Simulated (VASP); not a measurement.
A run of VASP 6.6.1 is set up as follows.

Contents of INCAR:

```
PREC = Accurate ; ENCUT = 500
EDIFF = 1E-6 ; ISMEAR = 0
SIGMA = 0.01 ; LREAL = F
LASPH = T ; NELM = 120
ALGO = Normal ; ISIF = 2
LWAVE = F ; LCHARG = F
GGA = PE ; NBANDS = 17
GGA_COMPAT = F
```

KPOINTS

```
regular mesh
0
Gamma
  3 3 3
```

File POSCAR:

```
PbS
1.0
    0.0000000000      2.9657500000      2.9657500000
    2.9657500000      0.0000000000      2.9657500000
    2.9657500000      2.9657500000      0.0000000000
Pb S
1 1
Direct
    0.0000000000      0.0000000000      0.0000000000
    0.5000000000      0.5000000000      0.5000000000
```

Potentials or basis: VASP PAW PBE potentials, release 64 (Pb_d, S).

Launch:

```sh
$ cat potpaw_PBE.64/Pb_d/POTCAR potpaw_PBE.64/S/POTCAR > POTCAR
$ mpirun -np 1 vasp_std > vasp.out
```

(1) What does it give for the pressure?

Answers

(1) 1.1 GPa.

Caveat: the k points lie up to 0.61 Å⁻¹ apart.
